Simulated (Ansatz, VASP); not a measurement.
**Ir: VASP beside Ansatz**

```
Ir
1.0
     2.30592    0.00000    0.00000
     0.00000    2.30592    0.00000
     0.00000    0.00000    2.30592
Ir
1
Direct
  0.00000 0.00000 0.00000
```

Change from the starting cell: volume scaled by 0.76, LAPW.

Alike in both runs: task single point; functional LDA; k mesh 15 × 15 × 15; occupations fermi-dirac, width 0.1 eV; no spin polarisation.

```csv
,VASP,Ansatz
version,VASP 6.6.1,Ansatz 0.2.0
potentials or method,"VASP PAW LDA potentials, release 64 (Ir), cutoff 520 eV","all-electron LAPW, scalar-relativistic"
```

Ansatz gave:

| Item | Value |
| --- | --- |
| pressure (GPa) | 153.8 |

Q: Which values does VASP return?

A: Pressure (GPa): 156.4.

LDA's correlation is that of Perdew and Zunger in VASP and of Perdew and Wang (1992) in Ansatz. Both programs put the cell under a high pressure, so it lies far from rest at this level. Ansatz ran all-electron here, and VASP with PAW potentials.

Neither program's run includes spin-orbit coupling. Noted on VASP's run: the cell as given lies far from equilibrium.
